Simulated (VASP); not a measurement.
## Pd: single point with PBEsol

The system is Pd.

```
Pd
1.0
     0.00000    2.05317    1.74519
     2.05317    0.00000    1.74519
     2.05317    2.05317    0.00000
Pd
1
Direct
  0.00000 0.00000 0.00000
```

This cell differs from its parent crystal: ratio of the length along z to the lengths across it x 0.85, volume and fractional coordinates fixed.

* Program: VASP 6.6.1
* Task: single point
* Functional: PBEsol
* Potentials or basis: VASP PAW PBE potentials, release 64 (Pd)
* Cutoff: 520 eV
* k mesh: 24 × 24 × 24
* Occupations: gaussian, width 0.15 eV
* Spin: no spin polarisation

The pressure is -1.7 GPa. The band gap on the k mesh is zero (bands 5 and 6 overlap by 1.74 eV).

Stress tensor (GPa, compression positive):
```
-3.04  0.00  0.00
 0.00 -3.04  0.00
 0.00  0.00  1.09
```

Levels at points of the mesh, in eV from the Fermi level:
| k point | band 2 | band 3 | band 4 | band 5 | band 6 | band 7 | band 8 | band 9 |
| --- | --- | --- | --- | --- | --- | --- | --- | --- |
| (0.00, 0.00, 0.00) | -3.16 | -3.16 | -2.05 | -1.87 | -0.69 | 17.61 | 20.63 | 20.63 |
| (0.50, 0.00, 0.00) | -3.60 | -2.06 | -0.38 | 0.36 | 1.01 | 7.44 | 15.97 | 19.45 |
| (0.50, 0.50, 0.00) | -5.18 | 0.02 | 0.32 | 0.32 | 5.69 | 11.19 | 11.19 | 13.86 |
| (0.50, 0.00, 0.50) | -4.94 | -0.24 | -0.20 | 0.64 | 2.27 | 9.36 | 13.84 | 14.99 |

Run time: 110 s on 1 thread of Intel(R) Xeon(R) Platinum 8488C (Sapphire Rapids), with other jobs on the host, peak memory 0.28 GiB.

Caveat: the PAW data sets were made with another functional, which shifts forces and pressure a little.
